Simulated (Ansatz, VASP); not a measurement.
# Tl: VASP beside Ansatz

```
Tl
1.0
    -1.95636    1.95636    1.95636
     1.95636   -1.95636    1.95636
     1.95636    1.95636   -1.95636
Tl
1
Direct
  0.00000 0.00000 0.00000
```

Alike in both runs: task single point; functional r2SCAN; k mesh 14 × 14 × 14; occupations gaussian, width 0.05 eV; no spin polarisation.

```csv
,VASP,Ansatz
version,VASP 6.6.1,Ansatz 0.2.0
potentials or method,"VASP PAW PBE potentials, release 64 (Tl_d), cutoff 520 eV","scalar-relativistic, plane waves, PAW"
valence electrons in the cell,13,13
```

```tsv
	VASP	Ansatz	Ansatz less VASP
pressure (GPa)	0.0	0.1	+0.04
```

VASP's potentials were made for PBE, not for r2SCAN.

Neither program's run includes spin-orbit coupling.
